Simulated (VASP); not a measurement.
The system is CuPdS2.

```xyz
4
Lattice="1.8181 1.0497 6.6003 -1.8181 1.0497 6.6003 0.0000 -2.0993 6.6003" Properties=species:S:1:pos:R:3 pbc="T T T"
Cu    0.0000    0.0000    9.9005
Pd    0.0000    0.0000    0.0000
S     0.0000    0.0000    5.2809
S     0.0000    0.0000   14.5200
```

Base run:

* Program: VASP 6.6.1
* Functional: LDA
* Potentials or basis: VASP PAW LDA potentials, release 64 (Cu, Pd, S)
* Cutoff: 520 eV
* k mesh: 6 × 6 × 6
* Occupations: gaussian, width 0.05 eV
* Spin: collinear spin, ferromagnetic start
* Starting moments: [1.0, 2.0, 0.0, 0.0] μB
* Hubbard terms: Cu d U = 2.0 eV, J = 0.7 eV, Pd d U = 2.0 eV, J = 0.7 eV

Its results: pressure -15.2 GPa; largest force 0.308 eV/Å.

Task: The run is repeated on the same cell with these changes: moments at the start from [1.0, 2.0, 0.0, 0.0] to [0.33, 0.9, 0.58, 0.58]; fixed moment from none to 2.7 μB. What comes out?

Result: Pressure -10.5 GPa; site moments Cu +0.29; Pd +0.88; S +0.45 μB; largest force 1.246 eV/Å.

Caveats: the total moment is fixed, so each spin has its own Fermi level (some runs); a cell with one magnetic atom can't hold antiferromagnetic order, which such compounds often take (some runs); forces of over 1 eV/Å act on the atoms, so gaps and moduli don't describe the material at rest (some runs).
